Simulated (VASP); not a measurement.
# CsH (Immm) in VASP: further runs

The runs below take CsH through single point, with r2SCAN.

Program: VASP 6.6.1. These are calculated values, not measurements. Logs are shortened: lines on timing, memory, paths and dates and some standing lists are left out, and cuts for length are marked.

## (1) The cell of the first run

It takes space group Immm (No. 71, orthorhombic). The conventional cell has a = 4.396 Å, b = 4.621 Å, c = 6.376 Å, α = 90.00°, β = 90.00°, γ = 90.00°. Cs (site symmetry mmm) has 6 H at 3.19 Å within 4.2 Å. H (site symmetry mmm) has 6 Cs at 3.19 Å within 4.2 Å.

## (2) Single point, r2SCAN (strain -0.0500 x Voigt [0, 0, 0, 0, 1, 0])

POSCAR

```
CsH
1.0
   -0.0797000000      3.1880000000      3.1880000000
    3.1083000000      0.0000000000      3.1083000000
    3.1880000000      3.1880000000     -0.0797000000
Cs H
1 1
Direct
    0.0000000000      0.0000000000      0.0000000000
    0.5000000000      0.5000000000      0.5000000000
```

INCAR.step1

```
SYSTEM = CsH
PREC = Accurate
ENCUT = 520
ISMEAR = 0
SIGMA = 0.05
LREAL = .False.
LASPH = .True.
NELM = 80
NBANDS = 12
GGA = PE
ALGO = Normal
EDIFF = 1E-4
LWAVE = .True.
LCHARG = .False.
```

INCAR.step2

```
SYSTEM = CsH
PREC = Accurate
ENCUT = 520
EDIFF = 1E-7
ISMEAR = 0
SIGMA = 0.05
LREAL = .False.
LASPH = .True.
NELM = 80
ALGO = Normal
ISIF = 2
LWAVE = .False.
LCHARG = .True.
METAGGA = R2SCAN
LMIXTAU = .True.
LELF = .True.
LVHAR = .True.
NBANDS = 12
ISTART = 1
```

KPOINTS

```
regular mesh
0
Gamma
  6 6 6
  0 0 0
```

Potentials or basis: VASP PAW PBE potentials, release 64 (Cs_sv, H).

Started as:

```bash
$ cat potpaw_PBE.64/Cs_sv/POTCAR potpaw_PBE.64/H/POTCAR > POTCAR
$ cp INCAR.step1 INCAR
$ mpirun -np 1 vasp_std > vasp.out
$ cp INCAR.step2 INCAR
$ mpirun -np 1 vasp_std > vasp.out
```

OUTCAR:

```text
SYSTEM = CsH
   PREC = Accurate
   ENCUT = 520
   EDIFF = 1E-7
   ISMEAR = 0
   LREAL = .False.
   LASPH = .True.
   NELM = 80
   ISIF = 2
   METAGGA = R2SCAN
   ISTART = 1

 ion  position               nearest neighbor table
   1  0.000  0.000  0.000-
   2  0.500  0.500  0.500-

  LATTYP: Found a body centered orthorhombic cell.
 ALAT       =     4.3958000159
 B/A-ratio  =     1.0512820513
 C/A-ratio  =     1.4504754486

  Lattice vectors:

 A1 = (   3.1880000000,  -3.1880000000,  -0.0797000000)
 A2 = (  -3.1880000000,  -3.1880000000,   0.0797000000)
 A3 = (   0.0797000000,   3.1880000000,  -3.1880000000)

Analysis of symmetry for initial positions (statically):
=====================================================================
 Subroutine PRICEL returns:
 Original cell was already a primitive cell.

 Routine SETGRP: Setting up the symmetry group for a
 body centered orthorhombic supercell.

 Subroutine GETGRP returns: Found  8 space group operations
 (whereof  8 operations were pure point group operations)
 out of a pool of  8 trial point group operations.

The static configuration has the point symmetry D_2h.

Analysis of symmetry for dynamics (positions and initial velocities):
=====================================================================
 Subroutine PRICEL returns:
 Original cell was already a primitive cell.

 Routine SETGRP: Setting up the symmetry group for a
 body centered orthorhombic supercell.

 Subroutine GETGRP returns: Found  8 space group operations
 (whereof  8 operations were pure point group operations)
 out of a pool of  8 trial point group operations.

The dynamic configuration has the point symmetry D_2h.

 Subroutine INISYM returns: Found  8 space group operations
 (whereof  8 operations are pure point group operations),
 and found     1 'primitive' translations

----------------------------------------------------------------------------------------

                                     Primitive cell

  volume of cell :      64.7610

  direct lattice vectors                    reciprocal lattice vectors
    -0.079700000  3.188000000  3.188000000    -0.153012822  0.156838143  0.153012822
     3.108300000  0.000000000  3.108300000     0.160859634 -0.156838143  0.160859634
     3.188000000  3.188000000 -0.079700000     0.153012822  0.156838143 -0.153012822

  length of vectors
     4.509217237  4.395800016  4.509217237     0.267252784  0.276314760  0.267252784

  position of ions in fractional coordinates (direct lattice)
     0.000000000  0.000000000  0.000000000
     0.500000000  0.500000000  0.500000000

  ion indices of the primitive-cell ions
   primitive index   ion index
                 1           1
                 2           2

----------------------------------------------------------------------------------------

 KPOINTS: regular mesh

Automatic generation of k-mesh.
 Grid dimensions read from file:
 generate k-points for:    6    6    6

 Generating k-lattice:

  Cartesian coordinates                     Fractional coordinates (reciprocal lattice)
    -0.025502137  0.026139691  0.025502137     0.166666667  0.000000000 -0.000000000
     0.026809939 -0.026139691  0.026809939     0.000000000  0.166666667  0.000000000
     0.025502137  0.026139691 -0.025502137     0.000000000  0.000000000  0.166666667

  Length of vectors
     0.044542131  0.046052460  0.044542131

  Shift w.r.t. Gamma in fractional coordinates (k-lattice)
     0.000000000  0.000000000  0.000000000

 Subroutine IBZKPT returns following result:
 ===========================================

 Found     46 irreducible k-points:

 Following reciprocal coordinates:
            Coordinates               Weight
  0.000000  0.000000  0.000000      1.000000
  0.166667  0.000000  0.000000      4.000000
  0.333333  0.000000  0.000000      4.000000
  0.500000  0.000000 -0.000000      2.000000
 -0.000000  0.166667 -0.000000      4.000000
  0.166667  0.166667 -0.000000      4.000000
[... 16 lines left out ...]
  0.500000  0.000000  0.166667      4.000000
 -0.333333  0.000000  0.166667      4.000000
 [... further k-points ...]
   k-points           NKPTS =     46   k-points in BZ     NKDIM =     46   number of bands    NBANDS=     12
   number of dos      NEDOS =    301   number of ions     NIONS =      2
   total plane-waves  NPLWV =  46656
   dimension x,y,z NGX =    36 NGY =   36 NGZ =   36
   dimension x,y,z NGXF=    72 NGYF=   72 NGZF=   72
   ions per type =               1   1
   NGX,Y,Z   is equivalent  to a cutoff of  13.27, 13.61, 13.27 a.u.
   NGXF,Y,Z  is equivalent  to a cutoff of  26.54, 27.23, 26.54 a.u.
 SYSTEM =  CsH
   PREC   = accura    normal or accurate (medium, high low for compatibility)
   ISTART =      1    job   : 0-new  1-cont  2-samecut
   ICHARG =      0    charge: 1-file 2-atom 10-const
   ISPIN  =      1    spin polarized calculation?
   LNONCOLLINEAR =      F non collinear calculations
   LSORBIT =      F    spin-orbit coupling
   LASPH  =      T    aspherical Exc in radial PAW
   ENCUT  =  520.0 eV  38.22 Ry    6.18 a.u.   8.38  8.17  8.38*2*pi/ulx,y,z
   NELM   =     80;   NELMIN=  2; NELMDL=  0     # of ELM steps
   EDIFF  = 0.1E-06   stopping-criterion for ELM
   LREAL  =      F    real-space projection
   EDIFFG = 0.1E-05   stopping-criterion for IOM
   NSW    =      0    number of steps for IOM
   IBRION =     -1    ionic relax: 0-MD 1-quasi-New 2-CG
   NFREE  =      0    steps in history (QN), initial steepest desc. (CG)
   ISIF   =      2    stress and relaxation
   ISYM   =      2    0-nonsym 1-usesym 2-fastsym
   POTIM  = 0.5000    time-step for ionic-motion
   TEBEG  =    0.0;   TEEND  =   0.0 temperature during run
   PSTRESS=    0.0 pullay stress
   NELECT =      10.0000    total number of electrons
   NUPDOWN=      -1.0000    fix difference up-down
   EMIN   =  10.00;   EMAX   =-10.00  energy-range for DOS
   EFERMI =   0.00;   METHOD = LEGACY
   ISMEAR =     0;   SIGMA  =   0.05  broadening in eV -4-tet -1-fermi 0-gaus
   EFERMI_NEDOS =   21; number of points for ismear=-14 and -15
   IALGO  =     38    algorithm
   IMIX   =      4    mixing-type and parameters
     AMIX     =   0.40;   BMIX     =  1.00
     AMIX_MAG =   1.60;   BMIX_MAG =  1.00
  volume/ion in A,a.u.               =      32.38       218.51
  Fermi-wavevector in a.u.,A,eV,Ry     =   0.878288  1.659724 10.495399  0.771390
  Thomas-Fermi vector in A             =   1.998354
   LORBIT       =      0    0 simple, 1 ext, 2 COOP (PROOUT), +10 PAW based schemes
   METAGGA = R2SCAN    functional components
   LHFCALC =     F    Hartree Fock is set to
   AEXX    =    0.0000 exact exchange contribution
   IVDW    =     0    specifies the selected vdW correction
   LEPSILON=     F    determine dielectric tensor
   LRPA    =     F    only Hartree local field effects (RPA)
 non-spin polarized calculation
 Gauss-broadening in eV      SIGMA  =   0.05
  energy-cutoff  :      520.00
  volume of cell :       64.76
 maximum number of plane-waves:      1766
 NGX is ok and might be reduce to    36
   NGX = 17   NGY = 17   NGZ = 17

 number of electron      10.0000001 magnetization

 Free energy of the ion-electron system (eV)
  ---------------------------------------------------
  ext. energy  EPLUGINS =         0.00000000
  ---------------------------------------------------
  free energy    TOTEN  =       -28.98640169 eV

  energy without entropy =      -28.98640169  energy(sigma->0) =      -28.98640169

 E-fermi :   0.2164     XC(G=0):  -7.5607

 val. band max:       -0.0970780843   @ k =  -0.0000   0.5000  -0.0000
 cond. band min:       2.5508314013   @ k =   0.5000   0.0000  -0.0000
 fundamental gap:      2.6479094856
 Fermi energy:         0.2163930358

 k-point     1 :       0.0000    0.0000    0.0000
  band No.  band energies     occupation
      1     -22.1891      2.00000
      2      -8.2838      2.00000
      3      -8.2745      2.00000
      4      -8.2563      2.00000
      5      -1.7607      2.00000
      6       5.3547      0.00000
      7       5.5110      0.00000
      8       5.8147      0.00000
      9       6.2854      0.00000
     10       7.5040      0.00000
     11       7.5058      0.00000
     12       9.1183      0.00000

 k-point     2 :       0.1667    0.0000    0.0000
  band No.  band energies     occupation
      1     -22.1708      2.00000
      2      -8.5060      2.00000
      3      -8.2950      2.00000
      4      -8.2796      2.00000
      5      -1.3738      2.00000
      6       4.5547      0.00000
      7       5.5688      0.00000
      8       5.9486      0.00000
      9       6.1699      0.00000
     10       7.0932      0.00000
     11       7.1705      0.00000
     12      10.2388      0.00000

 k-point     3 :       0.3333    0.0000    0.0000
  band No.  band energies     occupation
      1     -22.1337      2.00000
      2      -8.9081      2.00000
      3      -8.3285      2.00000
      4      -8.3253      2.00000
      5      -0.5811      2.00000
      6       3.1937      0.00000
      7       5.2834      0.00000
      8       5.6177      0.00000
      9       6.7670      0.00000
     10       7.6649      0.00000
     11       7.9011      0.00000
     12      11.8352      0.00000
[... 286 lines left out ...]
 k-point    23 :       0.5000    0.0000    0.1667
  band No.  band energies     occupation
      1     -22.1069      2.00000
      2      -9.0105      2.00000
      3      -8.4705      2.00000
      4      -8.3879      2.00000
      5      -0.4379      2.00000
      6       3.0943      0.00000
      7       4.8829      0.00000
      8       5.8563      0.00000
      9       7.2755      0.00000
     10       8.9191      0.00000
     11       8.9505      0.00000
     12      10.0285      0.00000

 k-point    24 :      -0.3333    0.0000    0.1667
  band No.  band energies     occupation
      1     -22.1153      2.00000
      2      -8.9308      2.00000
      3      -8.5089      2.00000
      4      -8.3487      2.00000
      5      -0.4529      2.00000
      6       3.2218      0.00000
      7       4.7685      0.00000
      8       5.8284      0.00000
      9       7.6356      0.00000
     10       7.8019      0.00000
     11       8.8561      0.00000
     12      10.4391      0.00000

 [... further k-points ...]

------------------------ aborting loop because EDIFF is reached ----------------------------------------

  FORCE on cell =-STRESS in cart. coord.  units (eV):
  Direction    XX          YY          ZZ          XY          YZ          ZX
  --------------------------------------------------------------------------------------
  -------------------------------------------------------------------------------------
  Total        0.0168376      0.0105081      0.0168376      0.0000000      0.0000000      0.0946007
  in kB        0.4165604      0.2599683      0.4165604      0.0000000      0.0000000      2.3404067
  external PRESSURE =       0.3643630 kB  Pullay stress =       0.0000000 kB

 VOLUME and BASIS-vectors are now :
 -----------------------------------------------------------------------------
  energy-cutoff  :      520.00
  volume of cell :       64.76
      direct lattice vectors                 reciprocal lattice vectors
    -0.079700000  3.188000000  3.188000000    -0.153012822  0.156838143  0.153012822
     3.108300000  0.000000000  3.108300000     0.160859634 -0.156838143  0.160859634
     3.188000000  3.188000000 -0.079700000     0.153012822  0.156838143 -0.153012822

 POSITION                                       TOTAL-FORCE (eV/Angst)
 -----------------------------------------------------------------------------------
      0.00000      0.00000      0.00000         0.000000     -0.000000      0.000000
      3.10830      3.18800      3.10830        -0.000000      0.000000     -0.000000
 -----------------------------------------------------------------------------------
    total drift:                               -0.000000      0.000000      0.000000

  FREE ENERGIE OF THE ION-ELECTRON SYSTEM (eV)
  ---------------------------------------------------
  free  energy   TOTEN  =       -28.9864016859 eV

  energy  without entropy=      -28.9864016859  energy(sigma->0) =      -28.98640169
```

It took 2.4 min on 1 thread of AMD EPYC 7R13 (Zen 3), shared host; peak memory 0.2 GiB.

Results:

```yaml
Free_energy: -28.9864 eV
Pressure: 0.0 GPa
Band_gap_on_the_k_mesh: 2.65 eV (least direct gap 2.65 eV)
```

Levels at points of the mesh, in eV from the valence-band top:
```csv
k point,band 2,band 3,band 4,band 5,band 6,band 7,band 8,band 9
"(0.00, 0.00, 0.00)",-8.19,-8.18,-8.16,-1.66,5.45,5.61,5.91,6.38
"(0.50, 0.00, 0.00)",-8.99,-8.25,-8.25,-0.03,2.65,5.15,5.48,7.78
"(0.00, 0.50, 0.00)",-9.04,-8.29,-8.28,0.00,2.65,5.02,5.33,7.80
"(0.50, 0.50, 0.00)",-8.90,-8.44,-8.44,-1.16,3.49,6.06,8.57,8.97
"(0.50, 0.00, 0.50)",-8.88,-8.48,-8.41,-1.16,3.49,6.06,8.63,8.74
```

Caveat: the cell differs from its parent crystal (strain -0.0500 x Voigt [0, 0, 0, 0, 1, 0]); the PAW data sets were made with another functional, which shifts forces and pressure a little; spin-orbit coupling is left out, which moves the levels of the heavy elements.

(Part 1 of 2 ends here.)
